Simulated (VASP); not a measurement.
## Si: relaxation of cell and atoms with PBE+D3(BJ)

Crystal: Si.

```
Si
1.0
     2.67719    0.00000    0.00000
    -1.33860    2.31852    0.00000
     0.00000    0.00000    8.70303
Si
4
Direct
  0.00000 0.00000 0.00000
  0.33333 0.66667 0.25000
  0.00000 0.00000 0.50000
  0.66667 0.33333 0.75000
```

This isn't the form of Si at room conditions, which is diamond.

* Program: VASP 6.6.1
* Task: relaxation of cell and atoms
* Functional: PBE
* Dispersion: D3(BJ)
* Potentials or basis: VASP PAW PBE potentials, release 64 (Si)
* Cutoff: 500 eV
* k mesh: 18 × 18 × 6
* Occupations: gaussian, width 0.1 eV
* Spin: no spin polarisation
* Dipole correction: no
* Further INCAR settings: ALGO = Normal; EDIFF = 1e-07; IBRION = 2; EDIFFG = -0.01; NSW = 80; ISIF = 3

```yaml
Relaxed_volume: 13.59 Å³/atom
Relaxed_cell: a = 2.661 Å, b = 2.661 Å, c = 8.864 Å, α = 90.00°, β = 90.00°, γ = 120.00°
Space_group_after_relaxing_to_0.1_Å: P6_3/mmc (No. 194)
Energy_gained_by_relaxing: 1.0 meV/atom
Ionic_steps: 9
Pressure_after_relaxing: 0.1 GPa
Dispersion_energy_per_atom: -0.457 eV
```

Step by step:
| step | energy change (eV) | largest force (eV/Å) | pressure (GPa) | volume (Å³) |
| --- | --- | --- | --- | --- |
| 1 | 0.0000 | 0.0000 | 0.71 | 54.02 |
| 2 | -0.0015 | 0.0000 | -0.16 | 54.49 |
| 3 | -0.0015 | 0.0000 | -0.20 | 54.52 |
| 4 | -0.0020 | 0.0000 | -0.16 | 54.49 |
| 5 | -0.0037 | 0.0000 | -0.02 | 54.39 |
| 6 | -0.0015 | 0.0000 | 0.46 | 54.19 |
| 7 | -0.0038 | 0.0000 | 0.18 | 54.31 |
| 8 | -0.0040 | 0.0000 | 0.08 | 54.35 |
| 9 | -0.0040 | 0.0000 | 0.09 | 54.34 |

Final structure:
```xyz
4
Lattice="2.6606 0.0000 0.0000 -1.3303 2.3042 0.0000 0.0000 0.0000 8.8644" Properties=species:S:1:pos:R:3 pbc="T T T"
Si    0.0000    0.0000    0.0000
Si    0.0000    1.5361    2.2161
Si    0.0000    0.0000    4.4322
Si    1.3303    0.7681    6.6483
```

Levels at points of the mesh, in eV from the Fermi level:
| k point | band 5 | band 6 | band 7 | band 8 | band 9 | band 10 | band 11 | band 12 |
| --- | --- | --- | --- | --- | --- | --- | --- | --- |
| (0.00, 0.00, 0.00) | -7.49 | 0.91 | 0.91 | 9.09 | 9.09 | 9.60 | 9.60 | 10.45 |
| (0.50, 0.00, 0.00) | -6.56 | -6.26 | -1.66 | -1.40 | -1.37 | -0.61 | 3.61 | 5.20 |
| (0.00, 0.00, 0.50) | -3.81 | -3.81 | 6.24 | 6.24 | 9.37 | 9.37 | 9.37 | 9.37 |
| (0.50, 0.00, 0.50) | -4.66 | -4.66 | -4.01 | -4.01 | 2.14 | 2.14 | 2.98 | 2.98 |

Run time: 4.8 min on 1 thread of Intel(R) Xeon(R) Platinum 8259CL CPU @ 2.50GHz (Skylake/Cascade Lake), on a shared host, peak memory 0.22 GiB.

Caveat: the highest band is partly filled, so the run has too few bands.
